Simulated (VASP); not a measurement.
# BeTe (F-43m) in VASP: a series of runs, part 2 of 2

VASP 6.6.1.

### 3 Single point, PBE

INCAR

```
PREC = Accurate ; ENCUT = 520
EDIFF = 1E-7 ; ISMEAR = 0
SIGMA = 0.01 ; LREAL = F
LASPH = T ; NELM = 100
ALGO = Normal ; ISIF = 2
LWAVE = F ; LCHARG = T
GGA = PE ; LELF = T
LVHAR = T ; NBANDS = 11
```

KPOINTS

```
regular mesh
0
Gamma
  4 4 4
```

POSCAR

```
BeTe
1.0
    0.0000000000      2.8286228811      2.8286228811
    2.8286228811      0.0000000000      2.8286228811
    2.8286228811      2.8286228811      0.0000000000
Be Te
1 1
Direct
    0.0000000000      0.0000000000      0.0000000000
    0.2500000000      0.2500000000      0.2500000000
```

Potentials or basis: VASP PAW PBE potentials, release 64 (Be, Te).

Started as:

```
cat potpaw_PBE.64/Be/POTCAR potpaw_PBE.64/Te/POTCAR > POTCAR
mpirun -np 1 vasp_std > vasp.out
```

OUTCAR:

```text
PREC = Accurate
   ENCUT = 520
   EDIFF = 1E-7
   ISMEAR = 0
   LREAL = F
   LASPH = T
   NELM = 100
   ISIF = 2
   GGA = PE

 ion  position               nearest neighbor table
   1  0.000  0.000  0.000-   2 2.45   2 2.45   2 2.45   2 2.45
   2  0.250  0.250  0.250-   1 2.45   1 2.45   1 2.45   1 2.45

  LATTYP: Found a face centered cubic cell.
 ALAT       =     5.6572457622

  Lattice vectors:

 A1 = (   0.0000000000,   2.8286228811,   2.8286228811)
 A2 = (   2.8286228811,   0.0000000000,   2.8286228811)
 A3 = (   2.8286228811,   2.8286228811,   0.0000000000)

Analysis of symmetry for initial positions (statically):
=====================================================================
 Subroutine PRICEL returns:
 Original cell was already a primitive cell.

 Routine SETGRP: Setting up the symmetry group for a
 face centered cubic supercell.

 Subroutine GETGRP returns: Found 24 space group operations
 (whereof 24 operations were pure point group operations)
 out of a pool of 48 trial point group operations.

The static configuration has the point symmetry T_d .

Analysis of symmetry for dynamics (positions and initial velocities):
=====================================================================
 Subroutine PRICEL returns:
 Original cell was already a primitive cell.

 Routine SETGRP: Setting up the symmetry group for a
 face centered cubic supercell.

 Subroutine GETGRP returns: Found 24 space group operations
 (whereof 24 operations were pure point group operations)
 out of a pool of 48 trial point group operations.

The dynamic configuration has the point symmetry T_d .

 Subroutine INISYM returns: Found 24 space group operations
 (whereof 24 operations are pure point group operations),
 and found     1 'primitive' translations

----------------------------------------------------------------------------------------

                                     Primitive cell

  volume of cell :      45.2642

  direct lattice vectors                    reciprocal lattice vectors
[... 99 lines left out ...]
   LEPSILON=     F    determine dielectric tensor
   LRPA    =     F    only Hartree local field effects (RPA)
 non-spin polarized calculation
 Gauss-broadening in eV      SIGMA  =   0.01
  energy-cutoff  :      520.00
  volume of cell :       45.26
 maximum number of plane-waves:      1243
 NGX is ok and might be reduce to    30
   NGX = 15   NGY = 15   NGZ = 15

 number of electron       8.0000000 magnetization

 Free energy of the ion-electron system (eV)
  ---------------------------------------------------
  ext. energy  EPLUGINS =         0.00000000
  ---------------------------------------------------
  free energy    TOTEN  =        -7.54720697 eV

  energy without entropy =       -7.54720697  energy(sigma->0) =       -7.54720697

 E-fermi :   5.0867     XC(G=0):  -8.9893

 val. band max:        4.9691531471   @ k =   0.0000   0.0000   0.0000
 cond. band min:       6.9658357138   @ k =   0.5000   0.5000   0.0000
 fundamental gap:      1.9966825667
 Fermi energy:         5.0866622827

 k-point     1 :       0.0000    0.0000    0.0000
  band No.  band energies     occupation
      1      -7.2384      2.00000
      2       4.9692      2.00000
      3       4.9692      2.00000
      4       4.9692      2.00000
      5       8.5774      0.00000
      6       8.5774      0.00000
      7       8.5774      0.00000
      8       8.6914      0.00000
      9      13.2604      0.00000
     10      15.1753      0.00000
     11      15.1753      0.00000
[... 85 lines left out ...]
 k-point     8 :      -0.2500    0.5000    0.2500
  band No.  band energies     occupation
      1      -5.4114      2.00000
      2       0.4346      2.00000
      3       1.3412      2.00000
      4       1.8203      2.00000
      5      10.2431      0.00000
      6      10.4854      0.00000
      7      10.5164      0.00000
      8      11.0846      0.00000
      9      15.7801      0.00000
     10      16.5808      0.00000
     11      17.7245      0.00000

------------------------ aborting loop because EDIFF is reached ----------------------------------------

  FORCE on cell =-STRESS in cart. coord.  units (eV):
  Direction    XX          YY          ZZ          XY          YZ          ZX
  --------------------------------------------------------------------------------------
  -------------------------------------------------------------------------------------
  Total        0.2181289      0.2181289      0.2181289     -0.0000000      0.0000000     -0.0000000
  in kB        7.7209110      7.7209110      7.7209110     -0.0000000      0.0000000     -0.0000000
  external PRESSURE =       7.7209110 kB  Pullay stress =       0.0000000 kB

 VOLUME and BASIS-vectors are now :
 -----------------------------------------------------------------------------
  energy-cutoff  :      520.00
  volume of cell :       45.26
      direct lattice vectors                 reciprocal lattice vectors
     0.000000000  2.828622881  2.828622881    -0.176764461  0.176764461  0.176764461
     2.828622881  0.000000000  2.828622881     0.176764461 -0.176764461  0.176764461
     2.828622881  2.828622881  0.000000000     0.176764461  0.176764461 -0.176764461

 POSITION                                       TOTAL-FORCE (eV/Angst)
 -----------------------------------------------------------------------------------
      0.00000      0.00000      0.00000         0.000000      0.000000     -0.000000
      1.41431      1.41431      1.41431        -0.000000     -0.000000      0.000000
 -----------------------------------------------------------------------------------
    total drift:                                0.000000      0.000000      0.000000

  FREE ENERGIE OF THE ION-ELECTRON SYSTEM (eV)
  ---------------------------------------------------
  free  energy   TOTEN  =        -7.5472069742 eV

  energy  without entropy=       -7.5472069742  energy(sigma->0) =       -7.54720697
```

It took 5 s on 1 thread of Intel Xeon Platinum 8488C (Sapphire Rapids), shared host; peak memory 0.16 GiB.

Results:

```yaml
Free_energy: -7.5472 eV
Pressure: 0.8 GPa
Band_gap_on_the_k_mesh: 2.00 eV, indirect (least direct gap 3.61 eV)
```

Caveat: the k points lie up to 0.48 Å⁻¹ apart; spin-orbit coupling is left out, which moves the levels of the heavy elements. As with any semilocal functional, this PBE gap is likely too small.

### 4 Single point, LDA

This run uses another cell than the first one, of 21.43 Å³/atom, 0.947 times its volume.

INCAR

```
SYSTEM = BeTe
PREC     = Accurate       ! precision mode
ENCUT    = 520            ! plane-wave cutoff, eV
EDIFF    = 1E-7           ! SCF threshold, eV
ISMEAR   = -1             ! smearing method
SIGMA    = 0.02           ! smearing width, eV
LREAL    = .False.        ! projectors in reciprocal space
LASPH    = .True.         ! aspherical terms in the spheres
NELM     = 80             ! most SCF steps
ALGO     = Normal         ! electronic algorithm
ISIF     = 2              ! what is computed and relaxed
LWAVE    = .False.        ! write WAVECAR
LCHARG   = .False.        ! write CHGCAR
NBANDS   = 11             ! bands
```

KPOINTS

```
regular mesh
0
Gamma
  8 8 8
  0 0 0
```

POSCAR

```
BeTe
1.0
    0.0000000000      2.7774347836      2.7774347836
    2.7774347836      0.0000000000      2.7774347836
    2.7774347836      2.7774347836      0.0000000000
Be Te
1 1
Direct
    0.0000000000      0.0000000000      0.0000000000
    0.2500000000      0.2500000000      0.2500000000
```

Potentials or basis: VASP PAW LDA potentials, release 64 (Be, Te).

Started as:

```
cat potpaw_LDA.64/Be/POTCAR potpaw_LDA.64/Te/POTCAR > POTCAR
mpirun -np 1 vasp_std > vasp.out
```

Wall time 8.9 s (1 thread of Intel Xeon Platinum 8488C (Sapphire Rapids), shared host); peak memory 0.15 GiB.

Results (log left out):

| Quantity | Value |
| --- | --- |
| Free energy | -8.7265 eV |
| Pressure | 0.3 GPa |
| Band gap on the k mesh | 1.77 eV, indirect (least direct gap 3.55 eV) |

Levels at points of the mesh, in eV from the valence-band top:
```csv
k point,band 2,band 3,band 4,band 5,band 6,band 7
"(0.00, 0.00, 0.00)",0.00,0.00,0.00,3.55,3.55,3.55
"(0.50, 0.00, 0.00)",-5.80,-1.20,-1.20,3.17,4.54,4.54
"(0.50, 0.50, 0.00)",-5.30,-2.80,-2.80,1.77,2.59,9.86
```

Caveat: spin-orbit coupling is left out, which moves the levels of the heavy elements. LDA gaps usually lie below the measured ones, often by a third to a half.
